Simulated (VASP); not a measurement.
A run of VASP 6.6.1 is set up as follows.

INCAR

```
SYSTEM = Al16As16H
PREC = Accurate ; ENCUT = 520
EDIFF = 1E-6 ; ISMEAR = 0
SIGMA = 0.01 ; LREAL = Auto
LASPH = .True. ; NELM = 60
ALGO = Normal ; ISIF = 2
LWAVE = .False. ; LCHARG = .False.
GGA = PE ; NELECT = 128.0
NBANDS = 86
```

Contents of KPOINTS:

```
Automatic mesh
0
Gamma
  2 2 2
  0 0 0
```

The input POSCAR:

```
Al16As16H
1.0
    5.7279123210      5.7279123210      5.7279123210
   -5.7279123210      5.7279123210     -5.7279123210
   -5.7279123210     -5.7279123210      5.7279123210
Al As H
16 16 1
Direct
    0.5074601203      0.7520686922      0.7520686922
    0.4979313078      0.5053914281      0.0000000000
    0.7446085719      0.4946085719      0.7425398797
    0.4698105929      0.2198105929      0.2198105929
    0.7553914281      0.2479313078      0.0000000000
    0.0020686922      0.2574601203      0.7520686922
    0.4979313078      0.0000000000      0.5053914281
    0.7553914281      0.0000000000      0.2479313078
    0.0301894071      0.0000000000      0.0000000000
    0.2500000000      0.0000000000      0.7801894071
    0.7446085719      0.7425398797      0.4946085719
    0.0020686922      0.7520686922      0.2574601203
    0.2500000000      0.7801894071      0.0000000000
   -0.0074601203      0.4946085719      0.4946085719
    0.2500000000      0.5053914281      0.2479313078
    0.2500000000      0.2479313078      0.5053914281
    0.7625084192      0.0000000000      0.0000000000
    0.7500000000      0.7500000000      0.2500000000
   -0.0089176388      0.7410823612      0.0000000000
    0.7374915808      0.4874915808      0.4874915808
    0.0000000000      0.5000000000      0.2500000000
    0.2500000000      0.5125084192      0.0000000000
    0.7500000000      0.2500000000      0.7500000000
    0.0000000000      0.2500000000      0.5000000000
    0.2500000000      0.2589176388      0.2589176388
    0.5089176388      0.2589176388      0.0000000000
   -0.0089176388      0.0000000000      0.7410823612
    0.2500000000      0.0000000000      0.5125084192
    0.5089176388      0.0000000000      0.2589176388
    0.2500000000      0.7410823612      0.7410823612
    0.5000000000      0.7500000000      0.5000000000
    0.5000000000      0.5000000000      0.7500000000
    0.2500000000      0.0000000000      0.0000000000
```

Potentials or basis: VASP PAW PBE potentials, release 64 (Al, As, H).

Command:

```bash
$ cat potpaw_PBE.64/Al/POTCAR potpaw_PBE.64/As/POTCAR potpaw_PBE.64/H/POTCAR > POTCAR
$ mpirun -np 1 vasp_std > vasp.out
```

Question: What does it give for the largest force?

Answer: 0.024 eV/Å.

Forces in eV/Å, atoms in the order of the input:
```
Al  -0.012  0.007  0.007
Al  -0.007 -0.012 -0.007
Al   0.007  0.012 -0.007
Al   0.014 -0.014 -0.014
Al   0.007 -0.012  0.007
Al  -0.007  0.007  0.012
Al  -0.007 -0.007 -0.012
Al   0.007  0.007 -0.012
Al   0.014  0.014  0.014
Al  -0.014 -0.014  0.014
Al   0.007 -0.007  0.012
Al  -0.007  0.012  0.007
Al  -0.014  0.014 -0.014
Al  -0.012 -0.007 -0.007
Al   0.012  0.007 -0.007
Al   0.012 -0.007  0.007
As   0.003  0.003  0.003
As   0.000  0.000  0.000
As   0.000 -0.002  0.000
As   0.003 -0.003 -0.003
As   0.000  0.000  0.000
As  -0.003  0.003 -0.003
As   0.000  0.000  0.000
As   0.000  0.000  0.000
As  -0.002  0.000  0.000
As   0.000  0.002  0.000
As   0.000  0.000 -0.002
As  -0.003 -0.003  0.003
As   0.000  0.000  0.002
As   0.002  0.000  0.000
As   0.000  0.000  0.000
As   0.000  0.000  0.000
H    0.000  0.000  0.000
```

Caveat: the k points lie up to 0.39 Å⁻¹ apart; the cell carries a net charge on a neutralising background, which shifts energy and pressure.
